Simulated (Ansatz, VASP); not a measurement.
# One calculation of GaAs, two programs

File INCAR:

```
SYSTEM = GaAs
ALGO = Normal ; EDIFF = 1E-6
ENCUT = 500 ; GGA = PE
GGA_COMPAT = .False. ; ISIF = 2
ISMEAR = 0 ; IVDW = 12
LASPH = .True. ; LCHARG = .False.
LREAL = .False. ; LWAVE = .False.
NBANDS = 16 ; NELM = 120
PREC = Accurate ; SIGMA = 0.1
```

File KPOINTS:

```
k-points
0
Gamma
  6 6 6
  0 0 0
```

Contents of POSCAR:

```
GaAs
1.0
    0.0000000000      2.8350000000      2.8350000000
    2.8350000000      0.0000000000      2.8350000000
    2.8350000000      2.8350000000      0.0000000000
Ga As
1 1
Direct
    0.0000000000      0.0000000000      0.0000000000
    0.2500000000      0.2500000000      0.2500000000
```

Input for Ansatz:

```yaml
crystal:
  lattice:
    - [0.0, 2.835, 2.835]
    - [2.835, 0.0, 2.835]
    - [2.835, 2.835, 0.0]
  atoms:
    - { symbol: Ga, position: [0.0, 0.0, 0.0] }
    - { symbol: As, position: [0.25, 0.25, 0.25] }
basis:
  ecutwfc: 420
kpoints:
  mp_grid: { grid: [6, 6, 6] }
hamiltonian:
  xc: pbe
  dispersion: d3bj
  pseudopotentials: { kind: paw, azcp: { folder: soft_1 } }
scf:
  occupations: { method: gaussian, width: 0.1 }
output:
  forces: true
  stress: true
  eigenvalues: true
```

Alike in both runs: task single point; functional PBE; dispersion D3(BJ); k mesh 6 × 6 × 6; occupations gaussian, width 0.1 eV; no spin polarisation.

|  | VASP | Ansatz |
| --- | --- | --- |
| version | VASP 6.6.1 | Ansatz 0.2.0 |
| potentials or method | VASP PAW PBE potentials, release 64 (Ga_d, As), cutoff 500 eV | scalar-relativistic, plane waves, PAW |
| valence electrons in the cell | 18 | 28 |

```csv
,VASP,Ansatz,Ansatz less VASP
gap on the k mesh at the Fermi level (eV),0.45,0.45,-0.002
least direct gap on the mesh (eV),0.45,0.45,-0.002
pressure (GPa),0.3,0.2,-0.15
```

VASP's potentials hold 18 valence electrons a cell and Ansatz's 28, so a difference there can come from the potentials and not from the codes.
